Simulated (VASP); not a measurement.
Write the native input for VASP 6.6.1 that does the following.

```yaml
Task: single point
Functional: PBEsol
Potentials_or_basis: VASP PAW PBE potentials, release 64 (Mg, I)
Cutoff: 520 eV
k_mesh: 6 × 6 × 4
Occupations: gaussian, width 0.02 eV
Spin: no spin polarisation
Dipole_correction: no
Further_INCAR_settings: ALGO = Normal; EDIFF = 1e-07; NBANDS = 15
```

The structure of MgI2 lies in POSCAR:

```
MgI2
1.0
    4.1771961940      0.0000000000      0.0000000000
   -2.0885980970      3.6175580206      0.0000000000
    0.0000000000      0.0000000000      6.7082401670
Mg I
1 2
Direct
    0.0000000000      0.0000000000      0.0000000000
    0.3333333278      0.6666666722      0.7564948484
    0.6666666722      0.3333333278      0.2435051516
```

This cell differs from its parent crystal: uniaxial strain along c: -4.5 %.

These files were run (other wordings do the same):

INCAR

```
ALGO     = Normal         # electronic algorithm
EDIFF    = 1E-7           # SCF threshold, eV
ENCUT    = 520            # plane-wave cutoff, eV
GGA      = PS             # functional
ISIF     = 2              # what is computed and relaxed
ISMEAR   = 0              # smearing method
LASPH    = T              # aspherical terms in the spheres
LCHARG   = T              # write CHGCAR
LELF     = T              # ELF
LREAL    = F              # projectors in reciprocal space
LVHAR    = T            
LWAVE    = F              # write WAVECAR
NBANDS   = 15             # bands
NELM     = 100            # most SCF steps
PREC     = Accurate       # precision mode
SIGMA    = 0.02           # smearing width, eV
```

KPOINTS

```
k-points
0
Gamma
  6 6 4
```

Potentials or basis: VASP PAW PBE potentials, release 64 (Mg, I).

The run is started by

```bash
$ cat potpaw_PBE.64/Mg/POTCAR potpaw_PBE.64/I/POTCAR > POTCAR
$ mpirun -np 1 vasp_std > vasp.out
```

Results of the run:

```json
{
 "Pressure": "0.0 GPa",
 "Largest force": "0.044 eV/Å",
 "Band gap on the k mesh": "3.31 eV, indirect (least direct gap 3.42 eV)"
}
```

Caveat: the cell differs from its parent crystal (uniaxial strain along c: -4.5 %); the PAW data sets were made with another functional, which shifts forces and pressure a little; spin-orbit coupling is left out, which moves the levels of the heavy elements; this functional lacks dispersion, which binds the layers, so the pressure and a relaxed spacing across them are unreliable.

It took 18 s on 1 thread of Intel(R) Xeon(R) 6975P-C (Granite Rapids) (shared host), peak memory 0.23 GiB.
